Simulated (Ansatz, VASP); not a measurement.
**AlN: VASP beside Ansatz**

The input INCAR:

```
PREC     = Accurate       # precision mode
ENCUT    = 600            # plane-wave cutoff, eV
EDIFF    = 1E-6           # SCF threshold, eV
ISMEAR   = 0              # smearing method
SIGMA    = 0.1            # smearing width, eV
LREAL    = F              # projectors in reciprocal space
LASPH    = T              # aspherical terms in the spheres
NELM     = 120            # most SCF steps
ALGO     = Normal         # electronic algorithm
ISIF     = 2              # what is computed and relaxed
LWAVE    = F              # write WAVECAR
LCHARG   = F              # write CHGCAR
GGA      = CA             # functional
NBANDS   = 11             # bands
GGA_COMPAT= F
```

The input KPOINTS:

```
Automatic mesh
0
Gamma
  8 8 8
```

File POSCAR:

```
AlN
1.0
    0.0000000000      2.0345180000      2.0345180000
    2.0345180000      0.0000000000      2.0345180000
    2.0345180000      2.0345180000      0.0000000000
Al N
1 1
Direct
    0.5000000000      0.5000000000      0.5000000000
    0.0000000000      0.0000000000      0.0000000000
```

Input for Ansatz:

```yaml
crystal:
  lattice:
    - [0.0, 2.034518, 2.034518]
    - [2.034518, 0.0, 2.034518]
    - [2.034518, 2.034518, 0.0]
  atoms:
    - { symbol: Al, position: [0.5, 0.5, 0.5] }
    - { symbol: "N", position: [0.0, 0.0, 0.0] }
basis:
  ecutwfc: 420
kpoints:
  mp_grid: { grid: [8, 8, 8] }
hamiltonian:
  xc: lda
  pseudopotentials: { kind: paw, azcp: { folder: soft_1 } }
scf:
  occupations: { method: gaussian, width: 0.1 }
output:
  forces: true
  stress: true
  eigenvalues: true
```

Alike in both runs: task single point; functional LDA; k mesh 8 × 8 × 8; occupations gaussian, width 0.1 eV; no spin polarisation.

```csv
,VASP,Ansatz
version,VASP 6.6.1,Ansatz 0.2.0
potentials or method,"VASP PAW LDA potentials, release 64 (Al, N), cutoff 600 eV","scalar-relativistic, plane waves, PAW"
valence electrons in the cell,8,8
```

```tsv
	VASP	Ansatz	Ansatz less VASP
gap on the k mesh at the Fermi level (eV)	4.28	4.29	+0.010
least direct gap on the mesh (eV)	5.50	5.48	-0.018
pressure (GPa)	-10.6	-11.1	-0.53
```

Ansatz warns that its potentials were made for another functional, while VASP's fit it. LDA's correlation is that of Perdew and Zunger in VASP and of Perdew and Wang (1992) in Ansatz.
